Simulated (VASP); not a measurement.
# Be3Se2S in VASP: further runs

The runs below take Be3Se2S through single point, relaxation of cell and atoms, with PBE.

All numbers are computed with VASP 6.6.1; they aren't measurements. Logs are shortened: lines on timing, memory, paths and dates and some standing lists are left out, and cuts for length are marked.

### Step 1. The cell of the first run

The structure is tetragonal, space group I-4m2 (No. 119). The conventional cell has a = 3.591 Å, b = 3.591 Å, c = 15.224 Å, α = 90.00°, β = 90.00°, γ = 90.00°. Be (site symmetry -4m2) has 4 Se at 2.22 Å within 2.9 Å. Be (site symmetry 2mm) has 2 S at 2.15 Å and 2 Se at 2.23 Å within 2.8 Å. Se (site symmetry 2mm) has 4 Be at 2.22 to 2.23 Å within 2.9 Å. Within 2.8 Å of S (site symmetry -4m2) lie 4 Be at 2.15 Å.

### Step 2. Single point, PBE

The input, INCAR:

```
ALGO = Normal
EDIFF = 1E-6
ENCUT = 520
GGA = PE
ISIF = 2
ISMEAR = 0
LASPH = True
LCHARG = False
LREAL = False
LWAVE = False
NBANDS = 36
NELM = 60
PREC = Accurate
SIGMA = 0.1
```

The input, KPOINTS:

```
k-points
0
Gamma
  4 4 4
```

The input, POSCAR:

```
Be3Se2S
1.0
   -3.5910876458      3.5910876458      0.0000000000
    3.5910876458      3.5910876458      0.0000000000
    1.7955438229     -1.7955438229     -7.6120895657
Be Se S
6 4 2
Direct
    1.0000000000      0.2500000000      0.5000000000
    0.5000000000      0.7500000000      0.5000000000
    0.6727246700      0.2500000000      0.8454493400
    0.1727246700      0.7500000000      0.8454493400
    0.3272753300      0.2500000000      0.1545506600
    0.8272753300      0.7500000000      0.1545506600
    0.8361256310      0.5000000000      0.6722512621
    0.3361256310      1.0000000000      0.6722512621
    0.1638743690      0.5000000000      0.3277487379
    0.6638743690      1.0000000000      0.3277487379
    1.0000000000      0.0000000000      1.0000000000
    0.5000000000      0.5000000000      1.0000000000
```

Potentials or basis: VASP PAW PBE potentials, release 64 (Be, Se, S).

Launch:

```sh
$ cat potpaw_PBE.64/Be/POTCAR potpaw_PBE.64/Se/POTCAR potpaw_PBE.64/S/POTCAR > POTCAR
$ mpirun -np 1 vasp_std > vasp.out
```

OUTCAR:

```text
EDIFF = 1E-6
   ENCUT = 520
   GGA = PE
   ISIF = 2
   ISMEAR = 0
   LASPH = True
   LREAL = False
   NELM = 60
   PREC = Accurate

 ion  position               nearest neighbor table
   1  0.000  0.250  0.500-   8 2.22  10 2.22   9 2.22   7 2.22
   2  0.500  0.750  0.500-   7 2.22   9 2.22   8 2.22  10 2.22
   3  0.673  0.250  0.845-  11 2.15  12 2.15   7 2.23   8 2.23
   4  0.173  0.750  0.845-  11 2.15  12 2.15   8 2.23   7 2.23
   5  0.327  0.250  0.155-  11 2.15  12 2.15   9 2.23  10 2.23
   6  0.827  0.750  0.155-  11 2.15  12 2.15  10 2.23   9 2.23
   7  0.836  0.500  0.672-   2 2.22   1 2.22   3 2.23   4 2.23
   8  0.336  0.000  0.672-   1 2.22   2 2.22   4 2.23   3 2.23
   9  0.164  0.500  0.328-   2 2.22   1 2.22   5 2.23   6 2.23
  10  0.664  0.000  0.328-   1 2.22   2 2.22   6 2.23   5 2.23
  11  0.000  0.000  0.000-   3 2.15   4 2.15   5 2.15   6 2.15
  12  0.500  0.500  0.000-   3 2.15   4 2.15   5 2.15   6 2.15

  LATTYP: Found a base centered orthorhombic cell.
 ALAT       =     5.0785648524
 B/A-ratio  =     2.9977325433
 C/A-ratio  =     1.0000000000

  Lattice vectors:

 A1 = (   1.7955438229,  -1.7955438229,   7.6120895657)
 A2 = (   1.7955438229,  -1.7955438229,  -7.6120895657)
 A3 = (   3.5910876458,   3.5910876458,   0.0000000000)

Analysis of symmetry for initial positions (statically):
=====================================================================
 Subroutine PRICEL returns following result:

  LATTYP: Found a body centered tetragonal cell.
 ALAT       =     3.5910876458
 C/A-ratio  =     4.2394340192

  Lattice vectors:

 A1 = (  -1.7955438229,  -1.7955438229,   7.6120895657)
 A2 = (   1.7955438229,   1.7955438229,   7.6120895657)
 A3 = (  -1.7955438229,   1.7955438229,  -7.6120895657)

   2 primitive cells build up your supercell.

 Routine SETGRP: Setting up the symmetry group for a
 base centered orthorhombic supercell.

 Subroutine GETGRP returns: Found  4 space group operations
 (whereof  4 operations were pure point group operations)
 out of a pool of  8 trial point group operations.

The static configuration has the point symmetry D_2 .

Analysis of symmetry for dynamics (positions and initial velocities):
=====================================================================
 Subroutine PRICEL returns following result:

  LATTYP: Found a body centered tetragonal cell.
 ALAT       =     3.5910876458
 C/A-ratio  =     4.2394340192

  Lattice vectors:

 A1 = (  -1.7955438229,  -1.7955438229,   7.6120895657)
 A2 = (   1.7955438229,   1.7955438229,   7.6120895657)
 A3 = (  -1.7955438229,   1.7955438229,  -7.6120895657)

   2 primitive cells build up your supercell.

 Routine SETGRP: Setting up the symmetry group for a
 base centered orthorhombic supercell.

 Subroutine GETGRP returns: Found  4 space group operations
 (whereof  4 operations were pure point group operations)
 out of a pool of  8 trial point group operations.

The dynamic configuration has the point symmetry D_2 .

 Subroutine INISYM returns: Found  4 space group operations
 (whereof  4 operations are pure point group operations),
 and found     2 'primitive' translations

----------------------------------------------------------------------------------------

                                     Primitive cell

  volume of cell :      98.1648

  direct lattice vectors                    reciprocal lattice vectors
    -1.795543823 -1.795543823  7.612089566    -0.278467166 -0.000000000  0.065684986
     1.795543823  1.795543823  7.612089566     0.000000000  0.278467166  0.065684986
    -1.795543823  1.795543823 -7.612089566    -0.278467166  0.278467166  0.000000000

  length of vectors
     8.024454050  8.024454050  8.024454050     0.286109210  0.286109210  0.393812043

  position of ions in fractional coordinates (direct lattice)
     0.250000000  0.750000000  0.500000000
     0.577275330  0.077275330  0.500000000
     0.922724670  0.422724670  0.500000000
     0.663874369  0.663874369  1.000000000
     0.336125631  0.336125631  0.000000000
     0.000000000  0.000000000  0.000000000

  ion indices of the primitive-cell ions
   primitive index   ion index
                 1           1
                 2           3
                 3           5
                 4           7
                 5           9
                 6          11

----------------------------------------------------------------------------------------

 KPOINTS: k-points

Automatic generation of k-mesh.
 Grid dimensions read from file:
 generate k-points for:    4    4    4

 Generating k-lattice:

  Cartesian coordinates                     Fractional coordinates (reciprocal lattice)
    -0.034808396  0.034808396 -0.016421247     0.250000000  0.000000000  0.000000000
     0.034808396  0.034808396  0.000000000     0.000000000  0.250000000  0.000000000
     0.000000000  0.000000000 -0.032842493     0.000000000  0.000000000  0.250000000

  Length of vectors
     0.051893219  0.049226505  0.032842493

  Shift w.r.t. Gamma in fractional coordinates (k-lattice)
     0.000000000  0.000000000  0.000000000

 Subroutine IBZKPT returns following result:
 ===========================================

 Found     21 irreducible k-points:

 Following reciprocal coordinates:
            Coordinates               Weight
  0.000000  0.000000  0.000000      1.000000
  0.250000  0.000000  0.000000      4.000000
  0.500000  0.000000  0.000000      2.000000
  0.000000  0.250000  0.000000      2.000000
  0.250000  0.250000  0.000000      8.000000
  0.500000  0.250000  0.000000      4.000000
[... 13 lines left out ...]
  0.000000  0.250000  0.500000      2.000000
  0.000000  0.500000  0.500000      1.000000
   k-points           NKPTS =     21   k-points in BZ     NKDIM =     21   number of bands    NBANDS=     36
   number of dos      NEDOS =    301   number of ions     NIONS =     12
   total plane-waves  NPLWV =  96000
   dimension x,y,z NGX =    40 NGY =   40 NGZ =   60
   dimension x,y,z NGXF=    80 NGYF=   80 NGZF=  120
   ions per type =               6   4   2
   NGX,Y,Z   is equivalent  to a cutoff of  13.09, 13.09, 12.43 a.u.
   NGXF,Y,Z  is equivalent  to a cutoff of  26.19, 26.19, 24.86 a.u.
 SYSTEM =  unknown system
   PREC   = accura    normal or accurate (medium, high low for compatibility)
   ISTART =      0    job   : 0-new  1-cont  2-samecut
   ICHARG =      2    charge: 1-file 2-atom 10-const
   ISPIN  =      1    spin polarized calculation?
   LNONCOLLINEAR =      F non collinear calculations
   LSORBIT =      F    spin-orbit coupling
   LASPH  =      T    aspherical Exc in radial PAW
   ENCUT  =  520.0 eV  38.22 Ry    6.18 a.u.   9.44  9.44 14.92*2*pi/ulx,y,z
   NELM   =     60;   NELMIN=  2; NELMDL= -5     # of ELM steps
   EDIFF  = 0.1E-05   stopping-criterion for ELM
   LREAL  =      F    real-space projection
   EDIFFG = 0.1E-04   stopping-criterion for IOM
   NSW    =      0    number of steps for IOM
   IBRION =     -1    ionic relax: 0-MD 1-quasi-New 2-CG
   NFREE  =      0    steps in history (QN), initial steepest desc. (CG)
   ISIF   =      2    stress and relaxation
   ISYM   =      2    0-nonsym 1-usesym 2-fastsym
   POTIM  = 0.5000    time-step for ionic-motion
   TEBEG  =    0.0;   TEEND  =   0.0 temperature during run
   PSTRESS=    0.0 pullay stress
   NELECT =      48.0000    total number of electrons
   NUPDOWN=      -1.0000    fix difference up-down
   EMIN   =  10.00;   EMAX   =-10.00  energy-range for DOS
   EFERMI =   0.00;   METHOD = LEGACY
   ISMEAR =     0;   SIGMA  =   0.10  broadening in eV -4-tet -1-fermi 0-gaus
   EFERMI_NEDOS =   21; number of points for ismear=-14 and -15
   IALGO  =     38    algorithm
   IMIX   =      4    mixing-type and parameters
     AMIX     =   0.40;   BMIX     =  1.00
     AMIX_MAG =   1.60;   BMIX_MAG =  1.00
  volume/ion in A,a.u.               =      16.36       110.41
  Fermi-wavevector in a.u.,A,eV,Ry     =   1.023670  1.934456 14.257547  1.047900
  Thomas-Fermi vector in A             =   2.157416
   LORBIT       =      0    0 simple, 1 ext, 2 COOP (PROOUT), +10 PAW based schemes
   GGA     = PE    functional components
   LHFCALC =     F    Hartree Fock is set to
   AEXX    =    0.0000 exact exchange contribution
   IVDW    =     0    specifies the selected vdW correction
   LEPSILON=     F    determine dielectric tensor
   LRPA    =     F    only Hartree local field effects (RPA)
 non-spin polarized calculation
 Gauss-broadening in eV      SIGMA  =   0.10
  energy-cutoff  :      520.00
  volume of cell :      196.33
 maximum number of plane-waves:      5322
 NGX is ok and might be reduce to    40

 number of electron      47.9999997 magnetization

 Free energy of the ion-electron system (eV)
  ---------------------------------------------------
  ext. energy  EPLUGINS =         0.00000000
  ---------------------------------------------------
  free energy    TOTEN  =       -55.29963887 eV

  energy without entropy =      -55.29963887  energy(sigma->0) =      -55.29963887

 E-fermi :   3.9529     XC(G=0):  -9.4569

 val. band max:        3.5180717585   @ k =   0.0000   0.0000   0.0000
 cond. band min:       6.2342470453   @ k =   0.0000   0.0000   0.5000
 fundamental gap:      2.7161752868
 Fermi energy:         3.9528795362

 k-point     1 :       0.0000    0.0000    0.0000
  band No.  band energies     occupation
      1     -10.2140      2.00000
      2      -8.9645      2.00000
      3      -8.9297      2.00000
      4      -8.4787      2.00000
      5      -8.2830      2.00000
      6      -8.2580      2.00000
[... 28 lines left out ...]
     35       8.7416      0.00000
     36       8.8363      0.00000
[... 749 lines left out ...]
      6      -8.3191      2.00000
[... 28 lines left out ...]
     35      10.6125      0.00000
     36      10.6216      0.00000

------------------------ aborting loop because EDIFF is reached ----------------------------------------

  FORCE on cell =-STRESS in cart. coord.  units (eV):
  Direction    XX          YY          ZZ          XY          YZ          ZX
  --------------------------------------------------------------------------------------
  -------------------------------------------------------------------------------------
  Total        0.1750630      0.1750630      0.1611695      0.0000684      0.0000000      0.0000000
  in kB        1.4286276      1.4286276      1.3152478      0.0005581      0.0000000      0.0000000
  external PRESSURE =       1.3908344 kB  Pullay stress =       0.0000000 kB

 VOLUME and BASIS-vectors are now :
 -----------------------------------------------------------------------------
  energy-cutoff  :      520.00
  volume of cell :      196.33
      direct lattice vectors                 reciprocal lattice vectors
    -3.591087646  3.591087646  0.000000000    -0.139233583  0.139233583 -0.065684986
     3.591087646  3.591087646  0.000000000     0.139233583  0.139233583  0.000000000
     1.795543823 -1.795543823 -7.612089566     0.000000000  0.000000000 -0.131369973

 POSITION                                       TOTAL-FORCE (eV/Angst)
 -----------------------------------------------------------------------------------
      1.79554      0.00000     -3.80604         0.000000      0.000000      0.000000
      1.79554      3.59109     -3.80604         0.000000     -0.000000      0.000000
      0.00000      1.79554     -6.43564        -0.000000      0.000000     -0.011375
      3.59109      1.79554     -6.43564        -0.000000      0.000000     -0.011375
      0.00000      1.79554     -1.17645         0.000000     -0.000000      0.011375
     -0.00000      5.38663     -1.17645         0.000000     -0.000000      0.011375
      0.00000      3.59109     -5.11724         0.000000     -0.000000     -0.000679
      0.00000     -0.00000     -5.11724         0.000000     -0.000000     -0.000679
      1.79554      1.79554     -2.49485        -0.000000      0.000000      0.000679
     -1.79554      1.79554     -2.49485        -0.000000      0.000000      0.000679
      0.00000      0.00000      0.00000        -0.000000     -0.000000      0.000000
      0.00000      3.59109      0.00000        -0.000000      0.000000      0.000000
 -----------------------------------------------------------------------------------
    total drift:                                0.000001      0.000001     -0.000000

  FREE ENERGIE OF THE ION-ELECTRON SYSTEM (eV)
  ---------------------------------------------------
  free  energy   TOTEN  =       -55.2996388745 eV

  energy  without entropy=      -55.2996388745  energy(sigma->0) =      -55.29963887
```

Wall time 2.2 min (1 thread of Intel Xeon Platinum 8488C (Sapphire Rapids), shared host); peak memory 0.36 GiB.

Results:

```yaml
Free_energy: -55.2996 eV
Pressure: 0.1 GPa
Largest_force: 0.011 eV/Å
Band_gap_on_the_k_mesh: 2.72 eV
```

Forces in eV/Å, atoms in the order of the input:
```
Be   0.000  0.000  0.000
Be   0.000  0.000  0.000
Be   0.000  0.000 -0.011
Be   0.000  0.000 -0.011
Be   0.000  0.000  0.011
Be   0.000  0.000  0.011
Se   0.000  0.000 -0.001
Se   0.000  0.000 -0.001
Se   0.000  0.000  0.001
Se   0.000  0.000  0.001
S    0.000  0.000  0.000
S    0.000  0.000  0.000
```

### Step 3. Single point, PBE

This run uses another cell than the first one: it holds 6 atoms, not 12.

The input, INCAR:

```
SYSTEM = Be3Se2S
PREC = Accurate ; ENCUT = 520
EDIFF = 1E-6 ; ISMEAR = 0
SIGMA = 0.02 ; LREAL = .FALSE.
LASPH = .TRUE. ; NELM = 100
ALGO = Normal ; ISIF = 2
LWAVE = .FALSE. ; LCHARG = .FALSE.
GGA = PE ; NBANDS = 21
```

The input, KPOINTS:

```
Automatic mesh
0
G
  10 10 10
  0 0 0
```

The input, POSCAR:

```
Be3Se2S
1.0
   -1.7955438229      1.7955438229      7.6120895657
    1.7955438229     -1.7955438229      7.6120895657
    1.7955438229      1.7955438229     -7.6120895657
Be Se S
3 2 1
Direct
    0.7500000000      0.2500000000      0.5000000000
    0.0772753300      0.5772753300      0.5000000000
    0.4227246700      0.9227246700      0.5000000000
    0.6638743690      0.6638743690      0.0000000000
    0.3361256310      0.3361256310      0.0000000000
    0.0000000000      0.0000000000      0.0000000000
```

Potentials or basis: VASP PAW PBE potentials, release 64 (Be, Se, S).

Launch:

```sh
$ cat potpaw_PBE.64/Be/POTCAR potpaw_PBE.64/Se/POTCAR potpaw_PBE.64/S/POTCAR > POTCAR
$ mpirun -np 1 vasp_std > vasp.out
```

OUTCAR:

```text
SYSTEM = Be3Se2S
   PREC = Accurate
   ENCUT = 520
   EDIFF = 1E-6
   ISMEAR = 0
   LREAL = .FALSE.
   LASPH = .TRUE.
   NELM = 100
   ISIF = 2
   GGA = PE

 ion  position               nearest neighbor table
   1  0.750  0.250  0.500-   5 2.22   4 2.22   5 2.22   4 2.22
   2  0.077  0.577  0.500-   6 2.15   6 2.15   4 2.23   4 2.23
   3  0.423  0.923  0.500-   6 2.15   6 2.15   5 2.23   5 2.23
   4  0.664  0.664  0.000-   1 2.22   1 2.22   2 2.23   2 2.23
   5  0.336  0.336  0.000-   1 2.22   1 2.22   3 2.23   3 2.23
   6  0.000  0.000  0.000-   3 2.15   2 2.15   2 2.15   3 2.15

  LATTYP: Found a body centered tetragonal cell.
 ALAT       =     3.5910876458
 C/A-ratio  =     4.2394340192

  Lattice vectors:

 A1 = (  -1.7955438229,   1.7955438229,   7.6120895657)
 A2 = (   1.7955438229,  -1.7955438229,   7.6120895657)
 A3 = (   1.7955438229,   1.7955438229,  -7.6120895657)

Analysis of symmetry for initial positions (statically):
=====================================================================
 Subroutine PRICEL returns:
 Original cell was already a primitive cell.

[... 181 lines left out ...]
 fundamental gap:      2.7161118961
 Fermi energy:         3.6531410811

 k-point     1 :       0.0000    0.0000    0.0000
  band No.  band energies     occupation
      1     -10.2142      2.00000
      2      -8.9654      2.00000
      3      -8.9292      2.00000
      4      -0.4756      2.00000
      5      -0.4696      2.00000
      6       0.8918      2.00000
[... 565 lines left out ...]
     20      11.6055      0.00000
     21      12.1217      0.00000

 [... further k-points ...]

------------------------ aborting loop because EDIFF is reached ----------------------------------------

  FORCE on cell =-STRESS in cart. coord.  units (eV):
  Direction    XX          YY          ZZ          XY          YZ          ZX
  --------------------------------------------------------------------------------------
  -------------------------------------------------------------------------------------
  Total        0.0802984      0.0802984      0.0780844      0.0000000      0.0000000      0.0000000
  in kB        1.3105744      1.3105744      1.2744392      0.0000000      0.0000000      0.0000000
  external PRESSURE =       1.2985293 kB  Pullay stress =       0.0000000 kB

 VOLUME and BASIS-vectors are now :
 -----------------------------------------------------------------------------
  energy-cutoff  :      520.00
  volume of cell :       98.16
      direct lattice vectors                 reciprocal lattice vectors
    -1.795543823  1.795543823  7.612089566     0.000000000  0.278467166  0.065684986
     1.795543823 -1.795543823  7.612089566     0.278467166  0.000000000  0.065684986
     1.795543823  1.795543823 -7.612089566     0.278467166  0.278467166  0.000000000

 POSITION                                       TOTAL-FORCE (eV/Angst)
 -----------------------------------------------------------------------------------
      0.00000      1.79554      3.80604         0.000000     -0.000000     -0.000000
      1.79554      0.00000      1.17645        -0.000000      0.000000     -0.011806
      1.79554      0.00000      6.43564        -0.000000      0.000000      0.011806
      0.00000      0.00000     10.10694         0.000000     -0.000000     -0.000848
      0.00000      0.00000      5.11724         0.000000     -0.000000      0.000848
      0.00000      0.00000      0.00000         0.000000     -0.000000     -0.000000
 -----------------------------------------------------------------------------------
    total drift:                                0.000000     -0.000000     -0.000000

  FREE ENERGIE OF THE ION-ELECTRON SYSTEM (eV)
  ---------------------------------------------------
  free  energy   TOTEN  =       -27.6502402322 eV

  energy  without entropy=      -27.6502402322  energy(sigma->0) =      -27.65024023
```

It took 5.8 min on 1 thread of Intel Xeon Platinum 8488C (Sapphire Rapids), shared host; peak memory 0.6 GiB.

Results:

```
Free energy            : -27.6502 eV
Pressure               : 0.1 GPa
Largest force          : 0.012 eV/Å
Band gap on the k mesh : 2.72 eV (least direct gap 3.13 eV)
```

Forces on the atoms (eV/Å):
```
Be   0.000  0.000  0.000
Be   0.000  0.000 -0.012
Be   0.000  0.000  0.012
Se   0.000  0.000 -0.001
Se   0.000  0.000  0.001
S    0.000  0.000  0.000
```

(Continued in part 2 of 2.)
